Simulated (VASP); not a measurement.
A run of VASP 6.6.1 is set up as follows.

The input INCAR:

```
SYSTEM = ZnS
PREC = Accurate
ENCUT = 520
EDIFF = 1E-6
ISMEAR = -1
SIGMA = 0.02
LREAL = .FALSE.
LASPH = .TRUE.
NELM = 60
ALGO = Normal
ISIF = 2
LWAVE = .FALSE.
LCHARG = .FALSE.
GGA = PE
NBANDS = 26
```

Contents of KPOINTS:

```
regular mesh
0
G
  12 12 4
  0 0 0
```

POSCAR

```
ZnS
1.0
    3.8054503139      0.0000000000      0.0000000000
   -1.9027251570      3.2956166447      0.0000000000
    0.0000000000      0.0000000000      6.5561927797
Zn S
2 2
Direct
    0.3333333333      0.6666666667      0.0034224422
    0.6666666667      0.3333333333      0.5034224422
    0.3333333333      0.6666666667      0.3715775578
    0.6666666667      0.3333333333      0.8715775578
```

Potentials or basis: VASP PAW PBE potentials, release 64 (Zn, S).

Run with:

```console
$ cat potpaw_PBE.64/Zn/POTCAR potpaw_PBE.64/S/POTCAR > POTCAR
$ mpirun -np 1 vasp_std > vasp.out
```

Task: Estimate the band gap on the k mesh.

Result: 1.83 eV, direct.

Task: Predict the largest force.

Result: 0.019 eV/Å.

Stress tensor (GPa, compression positive):
```
 0.52  0.00  0.00
 0.00  0.52  0.00
 0.00  0.00 -4.32
```

Caveat: the cell differs from its parent crystal (uniaxial z strain +5.0%). A k mesh can miss the band edges.
